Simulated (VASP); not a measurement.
The system is MoSe.

```
Mo Se
1.0
     0.00000    2.83929    2.83929
     2.83929    0.00000    2.83929
     2.83929    2.83929    0.00000
Mo Se
1 1
Direct
  0.00000 0.00000 0.00000
  0.25000 0.25000 0.25000
```

Base run:

| Property | Result |
| --- | --- |
| Program | VASP 6.6.1 |
| Functional | r2SCAN |
| Potentials or basis | VASP PAW PBE potentials, release 64 (Mo_sv, Se) |
| Cutoff | 520 eV |
| k mesh | 12 × 12 × 12 |
| Occupations | gaussian, width 0.1 eV |
| Spin | collinear spin |
| Starting moments | [2.0, 0.0] μB |

Its results: pressure -0.7 GPa; net moment 1.32 μB per cell; site moments Mo +1.21; Se -0.03 μB.

Task: The run is repeated on the same cell with these changes: functional from r2SCAN to PBE. What comes out?

Result: Pressure 0.2 GPa; net moment 1.16 μB per cell; site moments Mo +1.03; Se -0.02 μB.

Caveats: the PAW data sets were made with another functional, which shifts forces and pressure a little (at least some runs).
